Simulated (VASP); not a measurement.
Write the native input for VASP 6.6.1 that does the following.

```yaml
Task: single point
Functional: r2SCAN
Potentials_or_basis: VASP PAW PBE potentials, release 64 (In_d, P)
Cutoff: 520 eV
k_mesh: 10 × 10 × 10
Occupations: gaussian, width 0.05 eV
Spin: no spin polarisation
Dipole_correction: no
Further_INCAR_settings: ALGO = Normal; EDIFF = 1e-06; NBANDS = 16
```

The system is InP.

```xyz
2
Lattice="0.0000 3.2895 2.3257 3.2895 0.0000 2.3257 3.2895 3.2895 0.0000" Properties=species:S:1:pos:R:3 pbc="T T T"
In    0.0000    0.0000    0.0000
P     4.9343    4.9343    3.4886
```

This cell differs from its parent crystal: ratio of the length along z to the lengths across it x 0.707, volume and fractional coordinates fixed.

These files were run (other wordings do the same):

POSCAR

```
InP
1.0
    0.0000000000      3.2895406270      2.3257052233
    3.2895406270      0.0000000000      2.3257052233
    3.2895406270      3.2895406270      0.0000000000
In P
1 1
Direct
    0.0000000000      0.0000000000      0.0000000000
    0.7500000000      0.7500000000      0.7500000000
```

INCAR.step1

```
ALGO = Normal
EDIFF = 1E-4
ENCUT = 520
GGA = PE
ISMEAR = 0
LASPH = True
LCHARG = False
LREAL = False
LWAVE = True
NBANDS = 16
NELM = 100
PREC = Accurate
SIGMA = 0.05
```

INCAR.step2

```
ALGO = Normal
EDIFF = 1E-6
ENCUT = 520
ISIF = 2
ISMEAR = 0
ISTART = 1
LASPH = True
LCHARG = False
LMIXTAU = True
LREAL = False
LWAVE = False
METAGGA = R2SCAN
NBANDS = 16
NELM = 100
PREC = Accurate
SIGMA = 0.05
```

KPOINTS

```
k-points
0
Gamma
  10 10 10
```

Potentials or basis: VASP PAW PBE potentials, release 64 (In_d, P).

Command:

```sh
$ cat potpaw_PBE.64/In_d/POTCAR potpaw_PBE.64/P/POTCAR > POTCAR
$ cp INCAR.step1 INCAR
$ mpirun -np 1 vasp_std > vasp.out
$ cp INCAR.step2 INCAR
$ mpirun -np 1 vasp_std > vasp.out
```

Results of the run:

| Property | Result |
| --- | --- |
| Pressure | -1.6 GPa |
| Band gap on the k mesh | zero (band 9 reaches 5.68 eV, above the bottom of band 10 at 5.36 eV) |

Caveat: the PAW data sets were made with another functional, which shifts forces and pressure a little; spin-orbit coupling is left out, which moves the levels of the heavy elements.

Wall time 5.9 min on 1 thread of Intel(R) Xeon(R) Platinum 8375C CPU @ 2.90GHz (Ice Lake), on a shared host, peak memory 0.23 GiB.
